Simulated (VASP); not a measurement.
# KF (P6_3/mmc) in VASP: further runs

KF is run at these levels: LDA, PBEsol, PBE; tasks: single point.

Everything below comes from runs of VASP 6.6.1. Logs are shortened: lines on timing, memory, paths and dates and some standing lists are left out, and cuts for length are marked.

## (1) The cell of the first run

The structure is hexagonal, space group P6_3/mmc (No. 194). Conventional cell: a = 4.353 Å, b = 4.353 Å, c = 5.121 Å, α = 90.00°, β = 90.00°, γ = 120.00°. K (site symmetry -6m2) has 5 F at 2.51 to 2.56 Å within 3.3 Å. Within 3.3 Å of F (site symmetry -6m2) lie 5 K at 2.51 to 2.56 Å.

## (2) Single point, LDA

The input, INCAR:

```
PREC = Accurate ; ENCUT = 520
EDIFF = 1E-7 ; ISMEAR = -1
SIGMA = 0.02 ; LREAL = F
LASPH = T ; NELM = 80
ALGO = Normal ; ISIF = 2
LWAVE = F ; LCHARG = F
NBANDS = 24
```

The input, KPOINTS:

```
Automatic mesh
0
Gamma
  6 6 4
```

The input, POSCAR:

```
KF
1.0
    4.3526898120      0.0000000000      0.0000000000
   -2.1763449060      3.7695399519      0.0000000000
    0.0000000000      0.0000000000      5.1209332743
K F
2 2
Direct
    0.3333333333      0.6666666667     -0.0625000000
    0.6666666667      0.3333333333      0.4375000000
    0.3333333333      0.6666666667      0.4375000000
    0.6666666667      0.3333333333      0.9375000000
```

Potentials or basis: VASP PAW LDA potentials, release 64 (K_sv, F).

The run is started by

```
cat potpaw_LDA.64/K_sv/POTCAR potpaw_LDA.64/F/POTCAR > POTCAR
mpirun -np 1 vasp_std > vasp.out
```

OUTCAR:

```text
PREC = Accurate
   ENCUT = 520
   EDIFF = 1E-7
   ISMEAR = -1
   LREAL = F
   LASPH = T
   NELM = 80
   ISIF = 2

 ion  position               nearest neighbor table
   1  0.333  0.667  0.938-   4 2.51   4 2.51   4 2.51   3 2.56   3 2.56   2 3.59   2 3.59   2 3.59
                             2 3.59   2 3.59   2 3.59
   2  0.667  0.333  0.438-   3 2.51   3 2.51   3 2.51   4 2.56   4 2.56   1 3.59   1 3.59   1 3.59
                             1 3.59   1 3.59   1 3.59
   3  0.333  0.667  0.438-   2 2.51   2 2.51   2 2.51   1 2.56   1 2.56
   4  0.667  0.333  0.938-   1 2.51   1 2.51   1 2.51   2 2.56   2 2.56

  LATTYP: Found a hexagonal cell.
 ALAT       =     4.3526898120
 C/A-ratio  =     1.1764985550

  Lattice vectors:

 A1 = (   4.3526898120,   0.0000000000,   0.0000000000)
 A2 = (  -2.1763449060,   3.7695399519,   0.0000000000)
 A3 = (   0.0000000000,   0.0000000000,   5.1209332743)

Analysis of symmetry for initial positions (statically):
=====================================================================
 Subroutine PRICEL returns:
 Original cell was already a primitive cell.

 Routine SETGRP: Setting up the symmetry group for a
 hexagonal supercell.

 Subroutine GETGRP returns: Found 24 space group operations
 (whereof  6 operations were pure point group operations)
 out of a pool of 24 trial point group operations.

The static configuration has the point symmetry C_3v.
 The point group associated with its full space group is D_6h.

Analysis of symmetry for dynamics (positions and initial velocities):
=====================================================================
 Subroutine PRICEL returns:
 Original cell was already a primitive cell.

 Routine SETGRP: Setting up the symmetry group for a
 hexagonal supercell.

 Subroutine GETGRP returns: Found 24 space group operations
 (whereof  6 operations were pure point group operations)
 out of a pool of 24 trial point group operations.

The dynamic configuration has the point symmetry C_3v.
 The point group associated with its full space group is D_6h.

 Subroutine INISYM returns: Found 24 space group operations
 (whereof  6 operations are pure point group operations),
 and found     1 'primitive' translations

----------------------------------------------------------------------------------------

                                     Primitive cell

  volume of cell :      84.0224

  direct lattice vectors                    reciprocal lattice vectors
     4.352689812  0.000000000  0.000000000     0.229742996  0.132642181  0.000000000
    -2.176344906  3.769539952  0.000000000     0.000000000  0.265284362  0.000000000
     0.000000000  0.000000000  5.120933274     0.000000000  0.000000000  0.195276905

  length of vectors
     4.352689812  4.352689812  5.120933274     0.265284362  0.265284362  0.195276905

  position of ions in fractional coordinates (direct lattice)
     0.333333333  0.666666667  0.937500000
     0.666666667  0.333333333  0.437500000
     0.333333333  0.666666667  0.437500000
     0.666666667  0.333333333  0.937500000

  ion indices of the primitive-cell ions
   primitive index   ion index
                 1           1
                 2           2
                 3           3
                 4           4

----------------------------------------------------------------------------------------

 KPOINTS: Automatic mesh

Automatic generation of k-mesh.
 Grid dimensions read from file:
 generate k-points for:    6    6    4

 Generating k-lattice:

  Cartesian coordinates                     Fractional coordinates (reciprocal lattice)
     0.038290499  0.022107030  0.000000000     0.166666667  0.000000000  0.000000000
     0.000000000  0.044214060  0.000000000     0.000000000  0.166666667  0.000000000
     0.000000000  0.000000000  0.048819226     0.000000000  0.000000000  0.250000000

  Length of vectors
     0.044214060  0.044214060  0.048819226

  Shift w.r.t. Gamma in fractional coordinates (k-lattice)
     0.000000000  0.000000000  0.000000000

 Subroutine IBZKPT returns following result:
 ===========================================

 Found     21 irreducible k-points:

 Following reciprocal coordinates:
            Coordinates               Weight
  0.000000  0.000000  0.000000      1.000000
  0.166667  0.000000  0.000000      6.000000
  0.333333  0.000000  0.000000      6.000000
  0.500000  0.000000  0.000000      3.000000
  0.166667  0.166667  0.000000      6.000000
  0.333333  0.166667  0.000000     12.000000
[... 13 lines left out ...]
  0.333333  0.166667  0.500000     12.000000
  0.333333  0.333333  0.500000      2.000000
   k-points           NKPTS =     21   k-points in BZ     NKDIM =     21   number of bands    NBANDS=     24
   number of dos      NEDOS =    301   number of ions     NIONS =      4
   total plane-waves  NPLWV =  40960
   dimension x,y,z NGX =    32 NGY =   32 NGZ =   40
   dimension x,y,z NGXF=    64 NGYF=   64 NGZF=   80
   ions per type =               2   2
   NGX,Y,Z   is equivalent  to a cutoff of  12.22, 12.22, 12.99 a.u.
   NGXF,Y,Z  is equivalent  to a cutoff of  24.44, 24.44, 25.97 a.u.
 SYSTEM =  unknown system
   PREC   = accura    normal or accurate (medium, high low for compatibility)
   ISTART =      0    job   : 0-new  1-cont  2-samecut
   ICHARG =      2    charge: 1-file 2-atom 10-const
   ISPIN  =      1    spin polarized calculation?
   LNONCOLLINEAR =      F non collinear calculations
   LSORBIT =      F    spin-orbit coupling
   LASPH  =      T    aspherical Exc in radial PAW
   ENCUT  =  520.0 eV  38.22 Ry    6.18 a.u.   8.09  8.09  9.52*2*pi/ulx,y,z
   NELM   =     80;   NELMIN=  2; NELMDL= -5     # of ELM steps
   EDIFF  = 0.1E-06   stopping-criterion for ELM
   LREAL  =      F    real-space projection
   EDIFFG = 0.1E-05   stopping-criterion for IOM
   NSW    =      0    number of steps for IOM
   IBRION =     -1    ionic relax: 0-MD 1-quasi-New 2-CG
   NFREE  =      0    steps in history (QN), initial steepest desc. (CG)
   ISIF   =      2    stress and relaxation
   ISYM   =      2    0-nonsym 1-usesym 2-fastsym
   POTIM  = 0.5000    time-step for ionic-motion
   TEBEG  =    0.0;   TEEND  =   0.0 temperature during run
   PSTRESS=    0.0 pullay stress
   NELECT =      32.0000    total number of electrons
   NUPDOWN=      -1.0000    fix difference up-down
   EMIN   =  10.00;   EMAX   =-10.00  energy-range for DOS
   EFERMI =   0.00;   METHOD = LEGACY
   ISMEAR =    -1;   SIGMA  =   0.02  broadening in eV -4-tet -1-fermi 0-gaus
   EFERMI_NEDOS =   21; number of points for ismear=-14 and -15
   IALGO  =     38    algorithm
   IMIX   =      4    mixing-type and parameters
     AMIX     =   0.40;   BMIX     =  1.00
     AMIX_MAG =   1.60;   BMIX_MAG =  1.00
  volume/ion in A,a.u.               =      21.01       141.75
  Fermi-wavevector in a.u.,A,eV,Ry     =   1.186660  2.242463 19.159218  1.408163
  Thomas-Fermi vector in A             =   2.322828
   LORBIT       =      0    0 simple, 1 ext, 2 COOP (PROOUT), +10 PAW based schemes
   GGA     = CA    functional components
   LHFCALC =     F    Hartree Fock is set to
   AEXX    =    0.0000 exact exchange contribution
   IVDW    =     0    specifies the selected vdW correction
   LEPSILON=     F    determine dielectric tensor
   LRPA    =     F    only Hartree local field effects (RPA)
 non-spin polarized calculation
  energy-cutoff  :      520.00
  volume of cell :       84.02
 maximum number of plane-waves:      2276
   NGX = 17   NGY = 17   NGZ = 19

 number of electron      32.0000004 magnetization

 Free energy of the ion-electron system (eV)
  ---------------------------------------------------
  ext. energy  EPLUGINS =         0.00000000
  ---------------------------------------------------
  free energy    TOTEN  =       -17.87164501 eV

  energy without entropy =      -17.87164501  energy(sigma->0) =      -17.87164501

 E-fermi :  -3.0907     XC(G=0):  -8.4360

 val. band max:       -3.5278369297   @ k =   0.0000   0.0000   0.0000
 cond. band min:       1.8467680157   @ k =   0.0000   0.0000   0.0000
 fundamental gap:      5.3746049454
 Fermi energy:        -3.0907439795

 k-point     1 :       0.0000    0.0000    0.0000
  band No.  band energies     occupation
      1     -29.0064      2.00000
      2     -28.8203      2.00000
      3     -21.8644      2.00000
      4     -21.8059      2.00000
      5     -13.1570      2.00000
      6     -12.8171      2.00000
[... 16 lines left out ...]
     23       7.8767      0.00000
     24       8.6697      0.00000

 k-point     2 :       0.1667    0.0000    0.0000
  band No.  band energies     occupation
      1     -28.9888      2.00000
      2     -28.8244      2.00000
      3     -21.8841      2.00000
      4     -21.8317      2.00000
      5     -13.1106      2.00000
      6     -12.8502      2.00000
[... 16 lines left out ...]
     23       7.8449      0.00000
     24       9.0047      0.00000

 k-point     3 :       0.3333    0.0000    0.0000
  band No.  band energies     occupation
      1     -28.9471      2.00000
      2     -28.8392      2.00000
      3     -21.9208      2.00000
      4     -21.8851      2.00000
      5     -12.9921      2.00000
      6     -12.9104      2.00000
[... 16 lines left out ...]
     23       8.2098      0.00000
     24       8.2288      0.00000

 k-point     4 :       0.5000    0.0000    0.0000
  band No.  band energies     occupation
      1     -28.9175      2.00000
      2     -28.8553      2.00000
      3     -21.9360      2.00000
      4     -21.9144      2.00000
      5     -12.9384      2.00000
      6     -12.8984      2.00000
[... 16 lines left out ...]
     23       8.4465      0.00000
     24       8.4558      0.00000

 k-point     5 :       0.1667    0.1667    0.0000
  band No.  band energies     occupation
      1     -28.9589      2.00000
      2     -28.8342      2.00000
      3     -21.9119      2.00000
      4     -21.8715      2.00000
      5     -13.0268      2.00000
      6     -12.9229      2.00000
[... 16 lines left out ...]
     23       8.2201      0.00000
     24       8.4243      0.00000

 k-point     6 :       0.3333    0.1667    0.0000
  band No.  band energies     occupation
      1     -28.9176      2.00000
      2     -28.8552      2.00000
      3     -21.9357      2.00000
      4     -21.9148      2.00000
      5     -12.9985      2.00000
      6     -12.8992      2.00000
[... 16 lines left out ...]
     23       8.0204      0.00000
     24       8.6848      0.00000
[... 298 lines left out ...]
 k-point    18 :       0.5000    0.0000    0.5000
  band No.  band energies     occupation
      1     -28.8796      2.00000
      2     -28.8796      2.00000
      3     -21.9759      2.00000
      4     -21.9759      2.00000
      5     -12.7490      2.00000
      6     -12.7490      2.00000
[... 16 lines left out ...]
     23       8.2641      0.00000
     24       8.2641      0.00000

 k-point    19 :       0.1667    0.1667    0.5000
  band No.  band energies     occupation
      1     -28.8904      2.00000
      2     -28.8904      2.00000
      3     -21.9413      2.00000
      4     -21.9413      2.00000
      5     -12.7443      2.00000
      6     -12.7443      2.00000
[... 16 lines left out ...]
     23       8.5778      0.00000
     24       8.5778      0.00000

 k-point    20 :       0.3333    0.1667    0.5000
  band No.  band energies     occupation
      1     -28.8797      2.00000
      2     -28.8797      2.00000
      3     -21.9757      2.00000
      4     -21.9757      2.00000
      5     -12.7923      2.00000
      6     -12.7923      2.00000
[... 16 lines left out ...]
     23       8.2814      0.00000
     24       8.2814      0.00000

 k-point    21 :       0.3333    0.3333    0.5000
  band No.  band energies     occupation
      1     -28.8761      2.00000
      2     -28.8761      2.00000
      3     -21.9870      2.00000
      4     -21.9870      2.00000
      5     -12.8307      2.00000
      6     -12.8307      2.00000
[... 16 lines left out ...]
     23       8.4739      0.00000
     24       8.4739      0.00000

------------------------ aborting loop because EDIFF is reached ----------------------------------------

  FORCE on cell =-STRESS in cart. coord.  units (eV):
  Direction    XX          YY          ZZ          XY          YZ          ZX
  --------------------------------------------------------------------------------------
  -------------------------------------------------------------------------------------
  Total        0.0792046      0.0792046      0.1072396     -0.0000000      0.0000000      0.0000000
  in kB        1.5103088      1.5103088      2.0448927     -0.0000000      0.0000000      0.0000000
  external PRESSURE =       1.6885034 kB  Pullay stress =       0.0000000 kB

 VOLUME and BASIS-vectors are now :
 -----------------------------------------------------------------------------
  energy-cutoff  :      520.00
  volume of cell :       84.02
      direct lattice vectors                 reciprocal lattice vectors
     4.352689812  0.000000000  0.000000000     0.229742996  0.132642181  0.000000000
    -2.176344906  3.769539952  0.000000000     0.000000000  0.265284362  0.000000000
     0.000000000  0.000000000  5.120933274     0.000000000  0.000000000  0.195276905

 POSITION                                       TOTAL-FORCE (eV/Angst)
 -----------------------------------------------------------------------------------
     -0.00000      2.51303      4.80087        -0.000000      0.000000     -0.000000
      2.17634      1.25651      2.24041         0.000000     -0.000000     -0.000000
     -0.00000      2.51303      2.24041        -0.000000      0.000000      0.000000
      2.17634      1.25651      4.80087         0.000000     -0.000000     -0.000000
 -----------------------------------------------------------------------------------
    total drift:                               -0.000000      0.000000      0.000000

  FREE ENERGIE OF THE ION-ELECTRON SYSTEM (eV)
  ---------------------------------------------------
  free  energy   TOTEN  =       -17.8716450087 eV

  energy  without entropy=      -17.8716450087  energy(sigma->0) =      -17.87164501
```

Wall time 68 s (1 thread of Intel Xeon 8259CL, shared host); peak memory 0.18 GiB.

What came out:

```yaml
Free_energy: -17.8716 eV
Pressure: 0.2 GPa
Band_gap_on_the_k_mesh: 5.37 eV
```

Caveat: the structure was generated, so it needn't be the stable form of KF.

## (3) Single point, PBEsol

This run uses another cell than the first one, of 22.73 Å³/atom.

The input, INCAR:

```
SYSTEM = KF
PREC = Accurate
ENCUT = 520
EDIFF = 1E-7
ISMEAR = -1
SIGMA = 0.02
LREAL = .FALSE.
LASPH = .TRUE.
NELM = 80
ALGO = Normal
ISIF = 2
LWAVE = .FALSE.
LCHARG = .FALSE.
GGA = PS
NBANDS = 24
```

The input, KPOINTS:

```
Automatic mesh
0
G
  6 6 4
  0 0 0
```

The input, POSCAR:

```
KF
1.0
    4.4679081639      0.0000000000      0.0000000000
   -2.2339540820      3.8693219717      0.0000000000
    0.0000000000      0.0000000000      5.2603187325
K F
2 2
Direct
    0.3333333333      0.6666666667     -0.0625000000
    0.6666666667      0.3333333333      0.4375000000
    0.3333333333      0.6666666667      0.4375000000
    0.6666666667      0.3333333333      0.9375000000
```

Potentials or basis: VASP PAW PBE potentials, release 64 (K_sv, F).

The run is started by

```
cat potpaw_PBE.64/K_sv/POTCAR potpaw_PBE.64/F/POTCAR > POTCAR
mpirun -np 1 vasp_std > vasp.out
```

Run time: 67 s. Hardware: 1 thread of Intel Xeon 8259CL, shared host; peak memory 0.23 GiB.

It converged, with:

```
Free energy            : -16.8716 eV
Pressure               : 0.0 GPa
Band gap on the k mesh : 5.44 eV
```

Levels at points of the mesh, in eV from the valence-band top:
```
           k point  band 14  band 15  band 16  band 17  band 18  band 19
(0.00, 0.00, 0.00)    -0.31    -0.15     0.00     5.44     9.98    10.46
(0.50, 0.00, 0.00)    -0.13    -0.11    -0.09     7.44     8.89     9.13
(0.00, 0.00, 0.50)    -0.35    -0.35    -0.35     7.08     7.08    10.96
(0.50, 0.00, 0.50)    -0.32    -0.18    -0.18     8.12     8.12    10.75
```

Caveat: the structure was generated, so it needn't be the stable form of KF; the PAW data sets were made with another functional, which shifts forces and pressure a little.

## (4) Single point, PBE

This run uses another cell than the first one, of 22.96 Å³/atom.

The input, INCAR:

```
PREC = Accurate ; ENCUT = 520
EDIFF = 1E-7 ; ISMEAR = -1
SIGMA = 0.02 ; LREAL = False
LASPH = True ; NELM = 80
ALGO = Normal ; ISIF = 2
LWAVE = False ; LCHARG = True
GGA = PE ; LELF = True
LVHAR = True ; NBANDS = 24
```

The input, KPOINTS:

```
Automatic mesh
0
Gamma
  6 6 6
```

The input, POSCAR:

```
KF
1.0
    4.4850021855      0.0000000000      0.0000000000
   -2.2425010928      3.8841258287      0.0000000000
    0.0000000000      0.0000000000      5.2712956390
K F
2 2
Direct
    0.3333333333      0.6666666667     -0.0625000000
    0.6666666667      0.3333333333      0.4375000000
    0.3333333333      0.6666666667      0.4375000000
    0.6666666667      0.3333333333      0.9375000000
```

The run is started by

```
cat potpaw_PBE.64/K_sv/POTCAR potpaw_PBE.64/F/POTCAR > POTCAR
mpirun -np 1 vasp_std > vasp.out
```

Wall time 70 s (1 thread of Intel Xeon 8259CL, shared host); peak memory 0.24 GiB.

It converged, with:

```yaml
Free_energy: -16.4344 eV
Pressure: 1.3 GPa
Band_gap_on_the_k_mesh: 5.37 eV
```

Stress tensor (GPa, compression positive):
```
1.14 0.00 0.00
0.00 1.14 0.00
0.00 0.00 1.60
```

Levels at points of the mesh, in eV from the valence-band top:
| k point | band 12 | band 13 | band 14 | band 15 | band 16 | band 17 | band 18 | band 19 | band 20 | band 21 |
| --- | --- | --- | --- | --- | --- | --- | --- | --- | --- | --- |
| (0.00, 0.00, 0.00) | -0.31 | -0.31 | -0.31 | -0.16 | 0.00 | 5.37 | 9.88 | 10.50 | 10.50 | 10.94 |
| (0.50, 0.00, 0.00) | -0.35 | -0.19 | -0.13 | -0.11 | -0.09 | 7.32 | 8.88 | 9.11 | 9.59 | 10.97 |
| (0.00, 0.00, 0.50) | -0.49 | -0.34 | -0.34 | -0.34 | -0.34 | 6.99 | 6.99 | 10.93 | 10.93 | 10.93 |
| (0.50, 0.00, 0.50) | -0.63 | -0.31 | -0.31 | -0.18 | -0.18 | 8.03 | 8.03 | 10.70 | 10.70 | 11.03 |

Caveat: the structure was generated, so it needn't be the stable form of KF.

(Part 1 of 2 ends here.)
